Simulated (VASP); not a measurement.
A run of VASP 6.6.1 is set up as follows.

Contents of INCAR:

```
ALGO = Normal ; EDIFF = 1E-8
ENCUT = 520 ; ISIF = 2
ISMEAR = -1 ; LASPH = True
LCHARG = False ; LEFG = True
LREAL = False ; LWAVE = False
NBANDS = 18 ; NELM = 80
PREC = Accurate ; SIGMA = 0.05
```

The input KPOINTS:

```
k-points
0
Gamma
  11 11 11
```

Contents of POSCAR:

```
ScCu
1.0
    3.2560000000      0.0325600000      0.0325600000
    0.0325600000      3.2560000000      0.0325600000
    0.0325600000      0.0325600000      3.2560000000
Sc Cu
1 1
Direct
    0.5000000000      0.5000000000      0.5000000000
    0.0000000000      0.0000000000      0.0000000000
```

Potentials or basis: VASP PAW LDA potentials, release 64 (Sc_sv, Cu).

Command:

```bash
$ cat potpaw_LDA.64/Sc_sv/POTCAR potpaw_LDA.64/Cu/POTCAR > POTCAR
$ mpirun -np 1 vasp_std > vasp.out
```

Question: Predict the pressure.

Answer: -7.1 GPa.

Question: Estimate the band gap on the k mesh.

Answer: Zero (bands 11 and 12 overlap by 1.85 eV).

Stress tensor (GPa, compression positive):
```
-7.06 -0.77 -0.77
-0.77 -7.06 -0.77
-0.77 -0.77 -7.06
```

Caveat: the cell differs from its parent crystal (equal xy, yz and zx shear strains of +2 %); the cell stands under tension; without QUAD_EFG the Cq values of the log hold for a quadrupole moment of 1 mb, not for the nuclei.
